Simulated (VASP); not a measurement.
A run of VASP 6.6.1 is set up as follows.

File POSCAR:

```
Ni
1.0
    0.0000000000      1.7330608651      1.7330608651
    1.7330608651      0.0000000000      1.7330608651
    1.7330608651      1.7330608651      0.0000000000
Ni
1
Direct
    0.0000000000      0.0000000000      0.0000000000
```

The input INCAR.step1:

```
SYSTEM = Ni
ALGO     = Normal         ! electronic algorithm
EDIFF    = 1E-4           ! SCF threshold, eV
ENCUT    = 520            ! plane-wave cutoff, eV
GGA      = PE             ! functional
ISMEAR   = -1             ! smearing method
LASPH    = .True.         ! aspherical terms in the spheres
LCHARG   = .False.        ! write CHGCAR
LREAL    = .False.        ! projectors in reciprocal space
LWAVE    = .True.         ! write WAVECAR
NBANDS   = 11             ! bands
NELM     = 60             ! most SCF steps
PREC     = Accurate       ! precision mode
SIGMA    = 0.1            ! smearing width, eV
```

The input INCAR.step2:

```
SYSTEM = Ni
ALGO     = Normal         ! electronic algorithm
EDIFF    = 1E-7           ! SCF threshold, eV
ENCUT    = 520            ! plane-wave cutoff, eV
ISIF     = 2              ! what is computed and relaxed
ISMEAR   = -1             ! smearing method
ISTART   = 1            
LASPH    = .True.         ! aspherical terms in the spheres
LCHARG   = .True.         ! write CHGCAR
LELF     = .True.         ! ELF
LMIXTAU  = .True.       
LREAL    = .False.        ! projectors in reciprocal space
LVHAR    = .True.       
LWAVE    = .False.        ! write WAVECAR
METAGGA  = R2SCAN         ! meta-GGA
NBANDS   = 11             ! bands
NELM     = 60             ! most SCF steps
PREC     = Accurate       ! precision mode
SIGMA    = 0.1            ! smearing width, eV
```

The input KPOINTS:

```
k-points
0
Gamma
  25 25 25
  0 0 0
```

Potentials or basis: VASP PAW PBE potentials, release 64 (Ni).

Launch:

```console
$ cat potpaw_PBE.64/Ni/POTCAR > POTCAR
$ cp INCAR.step1 INCAR
$ mpirun -np 1 vasp_std > vasp.out
$ cp INCAR.step2 INCAR
$ mpirun -np 1 vasp_std > vasp.out
```

Task: What does it give for the pressure?

Result: 0.7 GPa.

Task: What does it give for the band gap on the k mesh?

Result: Zero (band 5 reaches 9.80 eV, above the bottom of band 6 at 8.68 eV).

Caveat: the PAW data sets were made with another functional, which shifts forces and pressure a little; the run has no spin polarisation, though such a crystal can be magnetic. Spin polarisation is off, so any magnetic state and its effect on volume and gap are missing.
